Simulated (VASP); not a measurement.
SnTe5: single point with PBE

Crystal: SnTe5.

```
CELL_PARAMETERS angstrom
7.05875 0.00000 0.00000
-3.52938 6.11306 0.00000
0.00000 0.00000 4.38185
ATOMIC_POSITIONS crystal
Sn 0.00000 0.00000 0.00000
Te 0.33399 0.00000 0.50000
Te 0.66601 0.66601 0.50000
Te 0.00000 0.33399 0.50000
Te 0.33333 0.66667 0.00000
Te 0.66667 0.33333 0.00000
```

The cell was generated, and may not be a known phase.

| Quantity | Value |
| --- | --- |
| Program | VASP 6.6.1 |
| Task | single point |
| Functional | PBE |
| Potentials or basis | VASP PAW PBE potentials, release 64 (Sn_d, Te) |
| Cutoff | 520 eV |
| k mesh | 6 × 6 × 8 |
| Occupations | gaussian, width 0.1 eV |
| Spin | no spin polarisation |

| Item | Value |
| --- | --- |
| Pressure | -0.1 GPa |
| Band gap on the k mesh | zero (bands 22 and 23 overlap by 0.76 eV) |

Levels at points of the mesh, in eV from the Fermi level:
```
           k point  band 20  band 21  band 22  band 23  band 24  band 25
(0.00, 0.00, 0.00)    -1.33    -0.68    -0.68    -0.32     0.11     0.96
(0.50, 0.00, 0.00)    -2.00    -0.24    -0.20     0.50     0.73     1.13
(0.00, 0.00, 0.50)    -0.33    -0.33    -0.01     0.06     0.52     0.52
(0.50, 0.00, 0.50)    -1.38    -1.25    -0.50    -0.47     1.25     1.53
```

Wall time 4.4 min on 1 thread of Intel Xeon 8259CL, on a shared host, peak memory 0.42 GiB.

Caveat: semilocal functionals underestimate gaps, and a narrow one can read as zero; spin-orbit coupling is left out, which moves the levels of the heavy elements.
